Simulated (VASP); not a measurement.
# SnPb3O4: single point with PBE

SnPb3O4:

```
Sn Pb O
1.0
     5.57847    0.00000    0.00000
     0.00000    5.57847    0.00000
     0.00000    0.00000    5.05463
Sn Pb O
1 3 4
Direct
  0.50000 0.50000 0.23537
  0.00000 0.00000 0.23537
  0.00000 0.50000 0.76463
  0.50000 0.00000 0.76463
  0.75000 0.75000 0.00000
  0.25000 0.25000 0.00000
  0.75000 0.25000 0.00000
  0.25000 0.75000 0.00000
```

* Program: VASP 6.6.1
* Task: single point
* Functional: PBE
* Potentials or basis: VASP PAW PBE potentials, release 64 (Sn_d, Pb_d, O)
* Cutoff: 520 eV
* k mesh: 4 × 4 × 4
* Occupations: gaussian, width 0.1 eV
* Spin: no spin polarisation
* Dipole correction: no
* Further INCAR settings: ALGO = Normal; EDIFF = 1e-07; NBANDS = 50

The pressure is 3.3 GPa. The largest force is 1.266 eV/Å. The band gap on the k mesh is 1.01 eV.

Forces in eV/Å, atoms in the order of the input:
```
Sn   0.000  0.000 -1.266
Pb   0.000  0.000  0.691
Pb   0.000  0.000 -0.666
Pb   0.000  0.000 -0.666
O   -0.472 -0.472  0.477
O    0.472  0.472  0.477
O   -0.472  0.472  0.477
O    0.472 -0.472  0.477
```

Stress tensor (GPa, compression positive):
```
3.66 0.00 0.00
0.00 3.66 0.00
0.00 0.00 2.57
```

Levels at points of the mesh, in eV from the valence-band top:
```
           k point  band 36  band 37  band 38  band 39  band 40  band 41  band 42  band 43  band 44  band 45
(0.00, 0.00, 0.00)    -1.85    -1.65    -1.33    -1.26     0.00     1.01     1.01     2.28     5.02     5.09
(0.50, 0.00, 0.00)    -3.02    -1.56    -1.51    -0.66    -0.44     2.78     2.95     3.14     3.50     4.55
(0.50, 0.50, 0.00)    -3.26    -1.91    -1.89    -1.89    -1.75     3.14     3.14     3.20     3.62     6.16
(0.00, 0.00, 0.50)    -1.94    -1.94    -1.33    -1.26    -1.23     1.98     3.19     3.19     3.82     3.82
(0.50, 0.00, 0.50)    -1.64    -1.56    -1.51    -1.30    -1.19     2.23     2.38     3.39     3.60     3.64
(0.50, 0.50, 0.50)    -3.23    -1.22    -1.21    -1.21    -1.00     2.81     2.81     2.88     3.12     5.96
```

Wall time 87 s on 1 thread of AMD EPYC 9R45 96-Core Processor (Zen 5), on a shared host, peak memory 0.29 GiB.

Caveat: the cell stands under pressure; spin-orbit coupling is left out, which moves the levels of the heavy elements; forces of over 1 eV/Å act on the atoms, so gaps and moduli don't describe the material at rest.
